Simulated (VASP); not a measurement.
# CdTe (I-4m2) in VASP: further runs

The runs below take CdTe through single point, with LDA.

Everything below comes from runs of VASP 6.6.1. Logs are shortened: lines on timing, memory, paths and dates and some standing lists are left out, and cuts for length are marked.

## 1. The cell of the first run

It takes space group I-4m2 (No. 119, tetragonal). The conventional cell has a = 4.472 Å, b = 4.472 Å, c = 6.584 Å, α = 90.00°, β = 90.00°, γ = 90.00°. Cd (site symmetry -4m2) has 4 Te at 2.78 Å within 3.7 Å. Te (site symmetry -4m2) has 4 Cd at 2.78 Å within 3.7 Å.

## 2. Single point, LDA (32.92 Å³/atom)

Input file INCAR:

```
SYSTEM = CdTe
ALGO = Normal
EDIFF = 1E-6
ENCUT = 520
GGA = CA
ISIF = 2
ISMEAR = 0
LASPH = .True.
LCHARG = .False.
LREAL = .False.
LWAVE = .False.
NBANDS = 16
NELM = 60
PREC = Accurate
SIGMA = 0.05
```

Input file KPOINTS:

```
k-points
0
Gamma
  8 8 8
  0 0 0
```

Input file POSCAR:

```
CdTe
1.0
    0.0000000000      3.2920153648      3.1623586598
    3.1623586598      0.0000000000      3.1623586598
    3.1623586598      3.2920153648      0.0000000000
Cd Te
1 1
Direct
    0.0000000000      0.0000000000      0.0000000000
    0.7500000000      0.7500000000      0.7500000000
```

Potentials or basis: VASP PAW LDA potentials, release 64 (Cd, Te).

On the command line:

```console
> cat potpaw_LDA.64/Cd/POTCAR potpaw_LDA.64/Te/POTCAR > POTCAR
> mpirun -np 1 vasp_std > vasp.out
```

OUTCAR:

```text
SYSTEM = CdTe
   EDIFF = 1E-6
   ENCUT = 520
   GGA = CA
   ISIF = 2
   ISMEAR = 0
   LASPH = .True.
   LREAL = .False.
   NELM = 60
   PREC = Accurate

 ion  position               nearest neighbor table
   1  0.000  0.000  0.000-   2 2.78   2 2.78   2 2.78   2 2.78
   2  0.750  0.750  0.750-   1 2.78   1 2.78   1 2.78   1 2.78

  LATTYP: Found a body centered tetragonal cell.
 ALAT       =     4.4722505058
 C/A-ratio  =     1.4721963184

  Lattice vectors:

 A1 = (   0.0000000000,  -3.2920153648,   3.1623586598)
 A2 = (   0.0000000000,  -3.2920153648,  -3.1623586598)
 A3 = (   3.1623586598,   3.2920153648,   0.0000000000)

Analysis of symmetry for initial positions (statically):
=====================================================================
 Subroutine PRICEL returns:
 Original cell was already a primitive cell.

 Routine SETGRP: Setting up the symmetry group for a
 body centered tetragonal supercell.

 Subroutine GETGRP returns: Found  8 space group operations
 (whereof  8 operations were pure point group operations)
 out of a pool of 16 trial point group operations.

The static configuration has the point symmetry D_2d.

Analysis of symmetry for dynamics (positions and initial velocities):
=====================================================================
 Subroutine PRICEL returns:
 Original cell was already a primitive cell.

 Routine SETGRP: Setting up the symmetry group for a
 body centered tetragonal supercell.

 Subroutine GETGRP returns: Found  8 space group operations
 (whereof  8 operations were pure point group operations)
 out of a pool of 16 trial point group operations.

The dynamic configuration has the point symmetry D_2d.

 Subroutine INISYM returns: Found  8 space group operations
 (whereof  8 operations are pure point group operations),
 and found     1 'primitive' translations

----------------------------------------------------------------------------------------

                                     Primitive cell

  volume of cell :      65.8437

  direct lattice vectors                    reciprocal lattice vectors
     0.000000000  3.292015365  3.162358660    -0.158109833  0.151882645  0.158109833
     3.162358660  0.000000000  3.162358660     0.158109833 -0.151882645  0.158109833
     3.162358660  3.292015365  0.000000000     0.158109833  0.151882645 -0.158109833

  length of vectors
     4.564852402  4.472250506  4.564852402     0.270306819  0.270306819  0.270306819

  position of ions in fractional coordinates (direct lattice)
     0.000000000  0.000000000  0.000000000
     0.750000000  0.750000000  0.750000000

  ion indices of the primitive-cell ions
   primitive index   ion index
                 1           1
                 2           2

----------------------------------------------------------------------------------------

 KPOINTS: k-points

Automatic generation of k-mesh.
 Grid dimensions read from file:
 generate k-points for:    8    8    8

 Generating k-lattice:

  Cartesian coordinates                     Fractional coordinates (reciprocal lattice)
    -0.019763729  0.018985331  0.019763729     0.125000000  0.000000000 -0.000000000
     0.019763729 -0.018985331  0.019763729     0.000000000  0.125000000  0.000000000
     0.019763729  0.018985331 -0.019763729    -0.000000000  0.000000000  0.125000000

  Length of vectors
     0.033788352  0.033788352  0.033788352

  Shift w.r.t. Gamma in fractional coordinates (k-lattice)
     0.000000000  0.000000000  0.000000000

 Subroutine IBZKPT returns following result:
 ===========================================

 Found     59 irreducible k-points:

 Following reciprocal coordinates:
            Coordinates               Weight
  0.000000  0.000000  0.000000      1.000000
  0.125000  0.000000 -0.000000      8.000000
  0.250000  0.000000 -0.000000      8.000000
  0.375000  0.000000 -0.000000      8.000000
  0.500000  0.000000 -0.000000      4.000000
  0.125000  0.125000  0.000000      4.000000
[... 16 lines left out ...]
  0.250000  0.000000  0.125000      8.000000
  0.375000  0.000000  0.125000      8.000000
 [... further k-points ...]
   k-points           NKPTS =     59   k-points in BZ     NKDIM =     59   number of bands    NBANDS=     16
   number of dos      NEDOS =    301   number of ions     NIONS =      2
   total plane-waves  NPLWV =  46656
   dimension x,y,z NGX =    36 NGY =   36 NGZ =   36
   dimension x,y,z NGXF=    72 NGYF=   72 NGZF=   72
   ions per type =               1   1
   NGX,Y,Z   is equivalent  to a cutoff of  13.11, 13.38, 13.11 a.u.
   NGXF,Y,Z  is equivalent  to a cutoff of  26.22, 26.76, 26.22 a.u.
 SYSTEM =  CdTe
   PREC   = accura    normal or accurate (medium, high low for compatibility)
   ISTART =      0    job   : 0-new  1-cont  2-samecut
   ICHARG =      2    charge: 1-file 2-atom 10-const
   ISPIN  =      1    spin polarized calculation?
   LNONCOLLINEAR =      F non collinear calculations
   LSORBIT =      F    spin-orbit coupling
   LASPH  =      T    aspherical Exc in radial PAW
   ENCUT  =  520.0 eV  38.22 Ry    6.18 a.u.   8.49  8.32  8.49*2*pi/ulx,y,z
   NELM   =     60;   NELMIN=  2; NELMDL= -5     # of ELM steps
   EDIFF  = 0.1E-05   stopping-criterion for ELM
   LREAL  =      F    real-space projection
   EDIFFG = 0.1E-04   stopping-criterion for IOM
   NSW    =      0    number of steps for IOM
   IBRION =     -1    ionic relax: 0-MD 1-quasi-New 2-CG
   NFREE  =      0    steps in history (QN), initial steepest desc. (CG)
   ISIF   =      2    stress and relaxation
   ISYM   =      2    0-nonsym 1-usesym 2-fastsym
   POTIM  = 0.5000    time-step for ionic-motion
   TEBEG  =    0.0;   TEEND  =   0.0 temperature during run
   PSTRESS=    0.0 pullay stress
   NELECT =      18.0000    total number of electrons
   NUPDOWN=      -1.0000    fix difference up-down
   EMIN   =  10.00;   EMAX   =-10.00  energy-range for DOS
   EFERMI =   0.00;   METHOD = LEGACY
   ISMEAR =     0;   SIGMA  =   0.05  broadening in eV -4-tet -1-fermi 0-gaus
   EFERMI_NEDOS =   21; number of points for ismear=-14 and -15
   IALGO  =     38    algorithm
   IMIX   =      4    mixing-type and parameters
     AMIX     =   0.40;   BMIX     =  1.00
     AMIX_MAG =   1.60;   BMIX_MAG =  1.00
  volume/ion in A,a.u.               =      32.92       222.17
  Fermi-wavevector in a.u.,A,eV,Ry     =   1.062497  2.007828 15.359610  1.128899
  Thomas-Fermi vector in A             =   2.197950
   LORBIT       =      0    0 simple, 1 ext, 2 COOP (PROOUT), +10 PAW based schemes
   GGA     = CA    functional components
   LHFCALC =     F    Hartree Fock is set to
   AEXX    =    0.0000 exact exchange contribution
   IVDW    =     0    specifies the selected vdW correction
   LEPSILON=     F    determine dielectric tensor
   LRPA    =     F    only Hartree local field effects (RPA)
 non-spin polarized calculation
 Gauss-broadening in eV      SIGMA  =   0.05
  energy-cutoff  :      520.00
  volume of cell :       65.84
 maximum number of plane-waves:      1802
 NGX is ok and might be reduce to    36
   NGX = 17   NGY = 17   NGZ = 17

 number of electron      17.9999997 magnetization

 Free energy of the ion-electron system (eV)
  ---------------------------------------------------
  ext. energy  EPLUGINS =         0.00000000
  ---------------------------------------------------
  free energy    TOTEN  =        -6.04668354 eV

  energy without entropy =       -6.04668354  energy(sigma->0) =       -6.04668354

 E-fermi :   2.7345     XC(G=0):  -9.0910

 val. band max:        2.5130859194   @ k =   0.0000   0.0000   0.0000
 cond. band min:       3.1120322456   @ k =   0.0000   0.0000   0.0000
 fundamental gap:      0.5989463262
 Fermi energy:         2.7345082079

 k-point     1 :       0.0000    0.0000    0.0000
  band No.  band energies     occupation
      1      -8.9673      2.00000
      2      -5.9511      2.00000
      3      -5.9413      2.00000
      4      -5.9413      2.00000
      5      -5.6611      2.00000
      6      -5.6514      2.00000
[... 8 lines left out ...]
     15      11.5289      0.00000
     16      11.9938      0.00000

 k-point     2 :       0.1250    0.0000   -0.0000
  band No.  band energies     occupation
      1      -8.9033      2.00000
      2      -5.9363      2.00000
      3      -5.9289      2.00000
      4      -5.8985      2.00000
      5      -5.6612      2.00000
      6      -5.6533      2.00000
[... 8 lines left out ...]
     15      10.8668      0.00000
     16      11.2646      0.00000

 k-point     3 :       0.2500    0.0000   -0.0000
  band No.  band energies     occupation
      1      -8.7475      2.00000
      2      -5.9093      2.00000
      3      -5.9010      2.00000
      4      -5.7431      2.00000
      5      -5.6565      2.00000
      6      -5.6555      2.00000
[... 8 lines left out ...]
     15      10.8944      0.00000
     16      10.9362      0.00000

 k-point     4 :       0.3750    0.0000   -0.0000
  band No.  band energies     occupation
      1      -8.5924      2.00000
      2      -5.8879      2.00000
      3      -5.8773      2.00000
      4      -5.6527      2.00000
      5      -5.6514      2.00000
      6      -5.4651      2.00000
[... 8 lines left out ...]
     15      11.6385      0.00000
     16      11.7661      0.00000
[... 324 lines left out ...]
 k-point    22 :       0.1250    0.0000    0.1250
  band No.  band energies     occupation
      1      -8.8854      2.00000
      2      -5.9174      2.00000
      3      -5.9174      2.00000
      4      -5.9057      2.00000
      5      -5.6701      2.00000
      6      -5.6473      2.00000
[... 8 lines left out ...]
     15      10.7847      0.00000
     16      12.2700      0.00000

 k-point    23 :       0.2500    0.0000    0.1250
  band No.  band energies     occupation
      1      -8.7626      2.00000
      2      -5.9015      2.00000
      3      -5.8886      2.00000
      4      -5.7890      2.00000
      5      -5.6715      2.00000
      6      -5.6450      2.00000
[... 8 lines left out ...]
     15      11.6858      0.00000
     16      11.8717      0.00000

 k-point    24 :       0.3750    0.0000    0.1250
  band No.  band energies     occupation
      1      -8.6076      2.00000
      2      -5.8826      2.00000
      3      -5.8624      2.00000
      4      -5.6782      2.00000
      5      -5.6441      2.00000
      6      -5.5300      2.00000
[... 8 lines left out ...]
     15      11.5181      0.00000
     16      12.2231      0.00000

 [... further k-points ...]

------------------------ aborting loop because EDIFF is reached ----------------------------------------

  FORCE on cell =-STRESS in cart. coord.  units (eV):
  Direction    XX          YY          ZZ          XY          YZ          ZX
  --------------------------------------------------------------------------------------
  -------------------------------------------------------------------------------------
  Total        0.1957666     -0.1310607      0.1957666     -0.0000000     -0.0000000      0.0000000
  in kB        4.7635976     -3.1891062      4.7635976     -0.0000000     -0.0000000      0.0000000
  external PRESSURE =       2.1126963 kB  Pullay stress =       0.0000000 kB

 VOLUME and BASIS-vectors are now :
 -----------------------------------------------------------------------------
  energy-cutoff  :      520.00
  volume of cell :       65.84
      direct lattice vectors                 reciprocal lattice vectors
     0.000000000  3.292015365  3.162358660    -0.158109833  0.151882645  0.158109833
     3.162358660  0.000000000  3.162358660     0.158109833 -0.151882645  0.158109833
     3.162358660  3.292015365  0.000000000     0.158109833  0.151882645 -0.158109833

 POSITION                                       TOTAL-FORCE (eV/Angst)
 -----------------------------------------------------------------------------------
      0.00000      0.00000      0.00000        -0.000000      0.000000      0.000000
      4.74354      4.93802      4.74354         0.000000     -0.000000     -0.000000
 -----------------------------------------------------------------------------------
    total drift:                               -0.000000      0.000000     -0.000000

  FREE ENERGIE OF THE ION-ELECTRON SYSTEM (eV)
  ---------------------------------------------------
  free  energy   TOTEN  =        -6.0466835446 eV

  energy  without entropy=       -6.0466835446  energy(sigma->0) =       -6.04668354
```

It took 41 s on 1 thread of Intel Xeon Platinum 8559C (Emerald Rapids), shared host; peak memory 0.21 GiB.

Results:

* Free energy: -6.0467 eV
* Pressure: 0.2 GPa
* Band gap on the k mesh: 0.60 eV

Caveat: spin-orbit coupling is left out, which moves the levels of the heavy elements.

## 3. Single point, LDA (33.80 Å³/atom)

This run uses another cell than the first one, of 33.80 Å³/atom.

Input file INCAR:

```
SYSTEM = CdTe
PREC = Accurate ; ENCUT = 520
EDIFF = 1E-6 ; ISMEAR = 0
SIGMA = 0.05 ; LREAL = .FALSE.
LASPH = .TRUE. ; NELM = 60
ALGO = Normal ; ISIF = 2
LWAVE = .FALSE. ; LCHARG = .TRUE.
LELF = .TRUE. ; LVHAR = .TRUE.
NBANDS = 16
```

Input file KPOINTS:

```
regular mesh
0
G
  8 8 8
  0 0 0
```

Input file POSCAR:

```
CdTe
1.0
    0.0000000000      3.3210293960      3.1902299674
    3.1902299674      0.0000000000      3.1902299674
    3.1902299674      3.3210293960      0.0000000000
Cd Te
1 1
Direct
    0.0000000000      0.0000000000      0.0000000000
    0.7500000000      0.7500000000      0.7500000000
```

Potentials or basis: VASP PAW LDA potentials, release 64 (Cd, Te).

On the command line:

```console
> cat potpaw_LDA.64/Cd/POTCAR potpaw_LDA.64/Te/POTCAR > POTCAR
> mpirun -np 1 vasp_std > vasp.out
```

Run time: 53 s. Hardware: 1 thread of Intel Xeon Platinum 8559C (Emerald Rapids), shared host; peak memory 0.21 GiB.

Results (log left out):

```yaml
Free_energy: -6.0425 eV
Pressure: -1.0 GPa
Band_gap_on_the_k_mesh: 0.52 eV
```

Stress tensor (GPa, compression positive):
```
-0.67  0.00  0.00
 0.00 -1.50  0.00
 0.00  0.00 -0.67
```

Levels at points of the mesh, in eV from the valence-band top:
```csv
k point,band 7,band 8,band 9,band 10,band 11,band 12
"(0.00, 0.00, 0.00)",-0.15,0.00,0.00,0.52,4.45,4.45
"(0.50, 0.00, 0.00)",-4.58,-0.94,-0.74,1.60,4.95,5.17
"(0.50, 0.50, 0.00)",-4.39,-2.04,-1.98,2.33,2.41,8.70
"(0.50, 0.00, 0.50)",-4.59,-1.84,-1.84,2.49,2.71,8.43
```

Caveat: spin-orbit coupling is left out, which moves the levels of the heavy elements.
